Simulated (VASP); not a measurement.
Crystal: La4ZnCu.

```xyz
6
Lattice="0.0000 4.2323 4.2323 4.2323 0.0000 4.2323 4.2323 4.2323 0.0000" Properties=species:S:1:pos:R:3 pbc="T T T"
La    3.1735    5.2911    5.2911
La    3.1735    3.1735    3.1735
La    5.2911    3.1735    5.2911
La    5.2911    5.2911    3.1735
Zn    6.3485    6.3485    6.3485
Cu    0.0000    0.0000    0.0000
```

The cell was generated, and may not be a known phase.

| Item | Value |
| --- | --- |
| Program | VASP 6.6.1 |
| Task | relaxation of cell and atoms |
| Functional | PBE |
| Potentials or basis | VASP PAW PBE potentials, release 64 (La, Zn, Cu) |
| Cutoff | 600 eV |
| k mesh | 4 × 4 × 4 |
| Occupations | gaussian, width 0.1 eV |
| Spin | no spin polarisation |

At the start: pressure 9.8 GPa; volume 25.27 Å³/atom.

**Question.** Where does the relaxation end?

**Answer.** Over 3 steps the energy falls by 147.3 meV/atom and the volume is 31.08 Å³/atom (+23.0 %); space group F-43m (No. 216, to 0.1 Å) before and after.

Step by step:
```tsv
step	energy change (eV)	largest force (eV/Å)	pressure (GPa)	volume (Å³)
1	0.0000	0.0522	9.75	151.62
2	-0.8829	0.0029	-0.21	187.94
3	-0.8837	0.0023	0.02	186.46
```

Final structure:
```yaml
crystal:
  lattice:
    - [0.00000, 4.53441, 4.53441]
    - [4.53441, 0.00000, 4.53441]
    - [4.53441, 4.53441, 0.00000]
  atoms:
    - { symbol: La, position: [0.87477, 0.37508, 0.37508] }
    - { symbol: La, position: [0.37508, 0.37508, 0.37508] }
    - { symbol: La, position: [0.37508, 0.87477, 0.37508] }
    - { symbol: La, position: [0.37508, 0.37508, 0.87477] }
    - { symbol: Zn, position: [0.75000, 0.75000, 0.75000] }
    - { symbol: Cu, position: [0.00000, 0.00000, 0.00000] }
```

Caveat: the volume moved by over 15 % at a fixed basis, so the end points are rough.
